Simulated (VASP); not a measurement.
# SnO (P4/nmm) in VASP: further runs

Aim: see how the results for SnO move with the level of theory and the settings. Levels: PBEsol+D4, revPBE+D3(BJ). Tasks: single point.

Program: VASP 6.6.1. These are calculated values, not measurements. Logs are shortened: lines on timing, memory, paths and dates and some standing lists are left out, and cuts for length are marked.

### Step 1. The cell of the first run

Symmetry: P4/nmm, No. 129, tetragonal system. Conventional cell: a = 3.736 Å, b = 3.736 Å, c = 4.787 Å, α = 90.00°, β = 90.00°, γ = 90.00°. Within 2.9 Å of Sn (site symmetry 4mm) lie 4 O at 2.18 Å. O (site symmetry -4m2) has 4 Sn at 2.18 Å and 4 O at 2.64 Å within 2.9 Å.

### Step 2. Single point, PBEsol+D4

INCAR

```
SYSTEM = SnO
  PREC = Accurate
  ENCUT = 520
  EDIFF = 1E-6
  ISMEAR = -1
  SIGMA = 0.05
  LREAL = .FALSE.
  LASPH = .TRUE.
  NELM = 100
  ALGO = Normal
  ISIF = 2
  LWAVE = .FALSE.
  LCHARG = .FALSE.
  GGA = PS
  IVDW = 13
  NBANDS = 28
```

KPOINTS

```
Automatic mesh
0
G
  7 7 6
  0 0 0
```

POSCAR

```
SnO
1.0
    3.7358428604      0.0000000000      0.0000000000
    0.0000000000      3.7358428604      0.0000000000
    0.0000000000      0.0000000000      4.7871523832
Sn O
2 2
Direct
    0.5000000000      0.0000000000      0.7646261400
    0.0000000000      0.5000000000      0.2353738600
    0.0000000000      0.0000000000      0.0000000000
    0.5000000000      0.5000000000      0.0000000000
```

Potentials or basis: VASP PAW PBE potentials, release 64 (Sn_d, O).

Run with:

```sh
> cat potpaw_PBE.64/Sn_d/POTCAR potpaw_PBE.64/O/POTCAR > POTCAR
> mpirun -np 1 vasp_std > vasp.out
```

OUTCAR:

```text
SYSTEM = SnO
   PREC = Accurate
   ENCUT = 520
   EDIFF = 1E-6
   ISMEAR = -1
   LREAL = .FALSE.
   LASPH = .TRUE.
   NELM = 100
   ISIF = 2
   GGA = PS
   IVDW = 13

 ion  position               nearest neighbor table
   1  0.500  0.000  0.765-   3 2.18   4 2.18   4 2.18   3 2.18   2 3.47   2 3.47   2 3.47   2 3.47
                             2 3.66   2 3.66   2 3.66   2 3.66
   2  0.000  0.500  0.235-   3 2.18   4 2.18   3 2.18   4 2.18   1 3.47   1 3.47   1 3.47   1 3.47
                             1 3.66   1 3.66   1 3.66   1 3.66
   3  0.000  0.000  0.000-   1 2.18   2 2.18   2 2.18   1 2.18
   4  0.500  0.500  0.000-   1 2.18   2 2.18   1 2.18   2 2.18

  LATTYP: Found a simple tetragonal cell.
 ALAT       =     3.7358428604
 C/A-ratio  =     1.2814116016

  Lattice vectors:

 A1 = (   3.7358428604,   0.0000000000,   0.0000000000)
 A2 = (   0.0000000000,   3.7358428604,   0.0000000000)
 A3 = (   0.0000000000,   0.0000000000,   4.7871523832)

Analysis of symmetry for initial positions (statically):
=====================================================================
 Subroutine PRICEL returns:
 Original cell was already a primitive cell.

 Routine SETGRP: Setting up the symmetry group for a
 simple tetragonal supercell.

 Subroutine GETGRP returns: Found 16 space group operations
 (whereof  8 operations were pure point group operations)
 out of a pool of 16 trial point group operations.

The static configuration has the point symmetry D_2d.
 The point group associated with its full space group is D_4h.

Analysis of symmetry for dynamics (positions and initial velocities):
=====================================================================
 Subroutine PRICEL returns:
 Original cell was already a primitive cell.

 Routine SETGRP: Setting up the symmetry group for a
 simple tetragonal supercell.

 Subroutine GETGRP returns: Found 16 space group operations
 (whereof  8 operations were pure point group operations)
 out of a pool of 16 trial point group operations.

The dynamic configuration has the point symmetry D_2d.
 The point group associated with its full space group is D_4h.

 Subroutine INISYM returns: Found 16 space group operations
 (whereof  8 operations are pure point group operations),
 and found     1 'primitive' translations

----------------------------------------------------------------------------------------

                                     Primitive cell

  volume of cell :      66.8120

  direct lattice vectors                    reciprocal lattice vectors
     3.735842860  0.000000000  0.000000000     0.267677212  0.000000000  0.000000000
     0.000000000  3.735842860  0.000000000     0.000000000  0.267677212  0.000000000
     0.000000000  0.000000000  4.787152383     0.000000000  0.000000000  0.208892452

  length of vectors
     3.735842860  3.735842860  4.787152383     0.267677212  0.267677212  0.208892452

  position of ions in fractional coordinates (direct lattice)
     0.500000000  0.000000000  0.764626140
     0.000000000  0.500000000  0.235373860
     0.000000000  0.000000000  0.000000000
     0.500000000  0.500000000  0.000000000

  ion indices of the primitive-cell ions
   primitive index   ion index
                 1           1
                 2           2
                 3           3
                 4           4

----------------------------------------------------------------------------------------

 KPOINTS: Automatic mesh

Automatic generation of k-mesh.
 Grid dimensions read from file:
 generate k-points for:    7    7    6

 Generating k-lattice:

  Cartesian coordinates                     Fractional coordinates (reciprocal lattice)
     0.038239602  0.000000000  0.000000000     0.142857143  0.000000000  0.000000000
     0.000000000  0.038239602  0.000000000     0.000000000  0.142857143  0.000000000
     0.000000000  0.000000000  0.034815409     0.000000000  0.000000000  0.166666667

  Length of vectors
     0.038239602  0.038239602  0.034815409

  Shift w.r.t. Gamma in fractional coordinates (k-lattice)
     0.000000000  0.000000000  0.000000000

 Subroutine IBZKPT returns following result:
 ===========================================

 Found     40 irreducible k-points:

 Following reciprocal coordinates:
            Coordinates               Weight
  0.000000  0.000000  0.000000      1.000000
  0.142857  0.000000  0.000000      4.000000
  0.285714  0.000000  0.000000      4.000000
  0.428571  0.000000  0.000000      4.000000
  0.142857  0.142857  0.000000      4.000000
  0.285714  0.142857  0.000000      8.000000
[... 16 lines left out ...]
  0.285714  0.000000  0.333333      8.000000
  0.428571  0.000000  0.333333      8.000000
 [... further k-points ...]
   k-points           NKPTS =     40   k-points in BZ     NKDIM =     40   number of bands    NBANDS=     28
   number of dos      NEDOS =    301   number of ions     NIONS =      4
   total plane-waves  NPLWV =  28224
   dimension x,y,z NGX =    28 NGY =   28 NGZ =   36
   dimension x,y,z NGXF=    56 NGYF=   56 NGZF=   72
   ions per type =               2   2
   NGX,Y,Z   is equivalent  to a cutoff of  12.46, 12.46, 12.50 a.u.
   NGXF,Y,Z  is equivalent  to a cutoff of  24.92, 24.92, 25.00 a.u.
 SYSTEM =  SnO
   PREC   = accura    normal or accurate (medium, high low for compatibility)
   ISTART =      0    job   : 0-new  1-cont  2-samecut
   ICHARG =      2    charge: 1-file 2-atom 10-const
   ISPIN  =      1    spin polarized calculation?
   LNONCOLLINEAR =      F non collinear calculations
   LSORBIT =      F    spin-orbit coupling
   LASPH  =      T    aspherical Exc in radial PAW
   ENCUT  =  520.0 eV  38.22 Ry    6.18 a.u.   6.95  6.95  8.90*2*pi/ulx,y,z
   NELM   =    100;   NELMIN=  2; NELMDL= -5     # of ELM steps
   EDIFF  = 0.1E-05   stopping-criterion for ELM
   LREAL  =      F    real-space projection
   EDIFFG = 0.1E-04   stopping-criterion for IOM
   NSW    =      0    number of steps for IOM
   IBRION =     -1    ionic relax: 0-MD 1-quasi-New 2-CG
   NFREE  =      0    steps in history (QN), initial steepest desc. (CG)
   ISIF   =      2    stress and relaxation
   ISYM   =      2    0-nonsym 1-usesym 2-fastsym
   POTIM  = 0.5000    time-step for ionic-motion
   TEBEG  =    0.0;   TEEND  =   0.0 temperature during run
   PSTRESS=    0.0 pullay stress
   NELECT =      40.0000    total number of electrons
   NUPDOWN=      -1.0000    fix difference up-down
   EMIN   =  10.00;   EMAX   =-10.00  energy-range for DOS
   EFERMI =   0.00;   METHOD = LEGACY
   ISMEAR =    -1;   SIGMA  =   0.05  broadening in eV -4-tet -1-fermi 0-gaus
   EFERMI_NEDOS =   21; number of points for ismear=-14 and -15
   IALGO  =     38    algorithm
   IMIX   =      4    mixing-type and parameters
     AMIX     =   0.40;   BMIX     =  1.00
     AMIX_MAG =   1.60;   BMIX_MAG =  1.00
  volume/ion in A,a.u.               =      16.70       112.72
  Fermi-wavevector in a.u.,A,eV,Ry     =   1.379781  2.607407 25.902694  1.903794
  Thomas-Fermi vector in A             =   2.504718
   LORBIT       =      0    0 simple, 1 ext, 2 COOP (PROOUT), +10 PAW based schemes
   GGA     = PS    functional components
   LHFCALC =     F    Hartree Fock is set to
   AEXX    =    0.0000 exact exchange contribution
   IVDW    =    13    specifies the selected vdW correction
   LEPSILON=     F    determine dielectric tensor
   LRPA    =     F    only Hartree local field effects (RPA)
 non-spin polarized calculation
  energy-cutoff  :      520.00
  volume of cell :       66.81
 maximum number of plane-waves:      1822
 NGX is ok and might be reduce to    28
   NGX = 13   NGY = 13   NGZ = 17

 number of electron      40.0000021 magnetization

 Free energy of the ion-electron system (eV)
  ---------------------------------------------------
  ext. energy  EPLUGINS =         0.00000000
  ---------------------------------------------------
  free energy    TOTEN  =       -24.12754038 eV

  energy without entropy =      -24.12586150  energy(sigma->0) =      -24.12670094

 E-fermi :   7.8636     XC(G=0): -10.7173

 val. band max:        7.7797323175   @ k =   0.0000   0.0000   0.0000
 cond. band min:       7.9282960850   @ k =   0.4286   0.4286   0.0000
 fundamental gap:      0.1485637675
 Fermi energy:         7.8635874375

 k-point     1 :       0.0000    0.0000    0.0000
  band No.  band energies     occupation
      1     -14.4869      2.00000
      2     -13.9016      2.00000
      3     -13.9016      2.00000
      4     -13.8947      2.00000
      5     -13.8320      2.00000
      6     -13.8278      2.00000
[... 20 lines left out ...]
     27      14.5306      0.00000
     28      14.8100      0.00000

 k-point     2 :       0.1429    0.0000    0.0000
  band No.  band energies     occupation
      1     -14.4766      2.00000
      2     -13.9503      2.00000
      3     -13.8959      2.00000
      4     -13.8956      2.00000
      5     -13.8730      2.00000
      6     -13.8312      2.00000
[... 20 lines left out ...]
     27      14.7580      0.00000
     28      16.4744      0.00000

 k-point     3 :       0.2857    0.0000    0.0000
  band No.  band energies     occupation
      1     -14.4480      2.00000
      2     -14.1520      2.00000
      3     -13.8804      2.00000
      4     -13.8794      2.00000
      5     -13.8520      2.00000
      6     -13.8395      2.00000
[... 20 lines left out ...]
     27      15.1692      0.00000
     28      18.6952      0.00000

 k-point     4 :       0.4286    0.0000    0.0000
  band No.  band energies     occupation
      1     -14.3964      2.00000
      2     -14.3035      2.00000
      3     -13.8628      2.00000
      4     -13.8588      2.00000
      5     -13.8495      2.00000
      6     -13.8456      2.00000
[... 578 lines left out ...]
     27      15.5509      0.00000
     28      16.6166      0.00000

 k-point    23 :       0.2857    0.0000    0.3333
  band No.  band energies     occupation
      1     -14.4459      2.00000
      2     -14.1768      2.00000
      3     -13.8878      2.00000
      4     -13.8608      2.00000
      5     -13.8567      2.00000
      6     -13.8516      2.00000
[... 20 lines left out ...]
     27      15.9423      0.00000
     28      18.1469      0.00000

 k-point    24 :       0.4286    0.0000    0.3333
  band No.  band energies     occupation
      1     -14.4052      2.00000
      2     -14.3219      2.00000
      3     -13.8876      2.00000
      4     -13.8752      2.00000
      5     -13.8487      2.00000
      6     -13.8434      2.00000
[... 20 lines left out ...]
     27      16.5263      0.00000
     28      17.3828      0.00000

 [... further k-points ...]

------------------------ aborting loop because EDIFF is reached ----------------------------------------

  DFT-D4 for vdW energy calculation

  Edisp (eV):   -0.65499

  FORCE on cell =-STRESS in cart. coord.  units (eV):
  Direction    XX          YY          ZZ          XY          YZ          ZX
  --------------------------------------------------------------------------------------
  -------------------------------------------------------------------------------------
  Total       2.27352     2.27352     1.48654     0.00000     0.00000     0.00000
  in kB      54.51985    54.51985    35.64791     0.00000     0.00000     0.00000
  external pressure =       48.23 kB  Pullay stress =        0.00 kB

 VOLUME and BASIS-vectors are now :
 -----------------------------------------------------------------------------
  energy-cutoff  :      520.00
  volume of cell :       66.81
      direct lattice vectors                 reciprocal lattice vectors
     3.735842860  0.000000000  0.000000000     0.267677212  0.000000000  0.000000000
     0.000000000  3.735842860  0.000000000     0.000000000  0.267677212  0.000000000
     0.000000000  0.000000000  4.787152383     0.000000000  0.000000000  0.208892452

 POSITION                                       TOTAL-FORCE (eV/Angst)
 -----------------------------------------------------------------------------------
      1.86792      0.00000      3.66038         0.000000      0.000000     -1.108678
      0.00000      1.86792      1.12677        -0.000000      0.000000      1.108678
      0.00000      0.00000      0.00000         0.000000     -0.000000      0.000000
      1.86792      1.86792      0.00000         0.000000      0.000000      0.000000
 -----------------------------------------------------------------------------------
    total drift:                                0.000000      0.000000      0.000000

  FREE ENERGIE OF THE ION-ELECTRON SYSTEM (eV)
  ---------------------------------------------------
  free  energy   TOTEN  =       -24.7825290247 eV

  energy  without entropy=      -24.7808501377  energy(sigma->0) =      -24.78168958
```

Wall time 51 s (1 thread of Intel Xeon Platinum 8375C at 2.90GHz (Ice Lake), shared host); peak memory 0.2 GiB.

Results:

| Property | Result |
| --- | --- |
| Free energy | -24.7825 eV |
| Pressure | 4.8 GPa |
| Largest force | 1.109 eV/Å |
| Band gap on the k mesh | 0.15 eV, indirect (least direct gap 1.93 eV) |
| Dispersion energy per atom | -0.164 eV |

Forces in eV/Å, atoms in the order of the input:
```
Sn   0.000  0.000 -1.109
Sn   0.000  0.000  1.109
O    0.000  0.000  0.000
O    0.000  0.000  0.000
```

Stress tensor (GPa, compression positive):
```
5.45 0.00 0.00
0.00 5.45 0.00
0.00 0.00 3.56
```

Caveat: the PAW data sets were made with another functional, which shifts forces and pressure a little; spin-orbit coupling is left out, which moves the levels of the heavy elements. A k mesh can miss the band edges.

(Continued in part 2 of 2.)
